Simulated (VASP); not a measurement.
Sr: relaxation of cell and atoms with PBE

The system is Sr.

```
Sr
1.0
     0.00000    3.01914    3.01914
     3.01914    0.00000    3.01914
     3.01914    3.01914    0.00000
Sr
1
Direct
  0.00000 0.00000 0.00000
```

- Program: VASP 6.6.1
- Task: relaxation of cell and atoms
- Functional: PBE
- Potentials or basis: VASP PAW PBE potentials, release 64 (Sr_sv)
- Cutoff: 600 eV
- k mesh: 11 × 11 × 11
- Occupations: fermi-dirac, width 0.08 eV
- Spin: no spin polarisation
- Dipole correction: no
- Further INCAR settings: ALGO = Normal; EDIFF = 1e-06; IBRION = 2; EDIFFG = -0.005; NSW = 60; ISIF = 3

| Property | Result |
| --- | --- |
| Pressure after relaxing | 0.0 GPa |
| Band gap on the k mesh | zero (band 5 reaches 1.63 eV, above the bottom of band 6 at 1.61 eV) |

Final structure:
```xyz
1
Lattice="0.0000 3.0191 3.0191 3.0191 0.0000 3.0191 3.0191 3.0191 0.0000" Properties=species:S:1:pos:R:3 pbc="T T T"
Sr    0.0000    0.0000    0.0000
```

Levels at points of the mesh, in eV from the Fermi level:
```tsv
k point	band 1	band 2	band 3	band 4	band 5	band 6	band 7	band 8	band 9
(0.00, 0.00, 0.00)	-36.61	-18.50	-18.50	-18.50	-3.63	2.35	2.35	2.35	3.82
```

Wall time 23 s on 1 thread of Intel(R) Xeon(R) Platinum 8375C CPU @ 2.90GHz (Ice Lake), on a shared host, peak memory 0.22 GiB.

Caveat: the relaxation stopped at its first step, so nothing moved.
